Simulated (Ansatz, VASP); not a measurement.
## Ta: VASP beside Ansatz

INCAR

```
SYSTEM = Ta
PREC = Accurate
ENCUT = 520
EDIFF = 1E-6
ISMEAR = 0
SIGMA = 0.15
LREAL = .False.
LASPH = .True.
NELM = 100
ALGO = Fast
ISIF = 2
LWAVE = .False.
LCHARG = .False.
GGA = PE
NBANDS = 12
```

Contents of KPOINTS:

```
regular mesh
0
Gamma
  18 18 18
  0 0 0
```

POSCAR

```
Ta
1.0
   -1.6138477708      1.6594835689      1.8461754704
    1.6138477708     -1.6594835689      1.8461754704
    1.6138477708      1.6594835689     -1.8461754704
Ta
1
Direct
    0.0000000000      0.0000000000      0.0000000000
```

Input for Ansatz:

```yaml
crystal:
  lattice:
    - [-1.6138477708, 1.6594835689, 1.8461754704]
    - [1.6138477708, -1.6594835689, 1.8461754704]
    - [1.6138477708, 1.6594835689, -1.8461754704]
  atoms:
    - { symbol: Ta, position: [0.0, 0.0, 0.0] }
basis:
  ecutwfc: 420
kpoints:
  mp_grid: { grid: [18, 18, 18] }
hamiltonian:
  xc: pbe
  pseudopotentials: { kind: paw, azcp: { folder: soft_1 } }
scf:
  occupations: { method: gaussian, width: 0.15 }
output:
  forces: true
  stress: true
  eigenvalues: true
```

Change from the starting cell: normal strain along x -0.0275, normal strain along z +0.1125.

Alike in both runs: task single point; functional PBE; k mesh 18 × 18 × 18; occupations gaussian, width 0.15 eV; no spin polarisation.

|  | VASP | Ansatz |
| --- | --- | --- |
| version | VASP 6.6.1 | Ansatz 0.2.0 |
| potentials or method | VASP PAW PBE potentials, release 64 (Ta_pv), cutoff 520 eV | scalar-relativistic, plane waves, PAW |
| valence electrons in the cell | 11 | 13 |

Ansatz gave:

| Property | Result |
| --- | --- |
| gap on the k mesh at the Fermi level (eV) | none |
| pressure (GPa) | -12.0 |
| traceless stress, the component that is largest in VASP (GPa) | -5.50 |

Problem. What did VASP give for the same quantities?

Solution. gap on the k mesh at the Fermi level (eV): none; pressure (GPa): -12.1; traceless stress, the component that is largest in VASP (GPa): -5.51.

A gap of «none» marks a metal or a gap that the smearing closes. VASP's potentials hold 11 valence electrons a cell and Ansatz's 13, so a difference there can come from the potentials and not from the codes.

Neither program's run includes spin-orbit coupling.
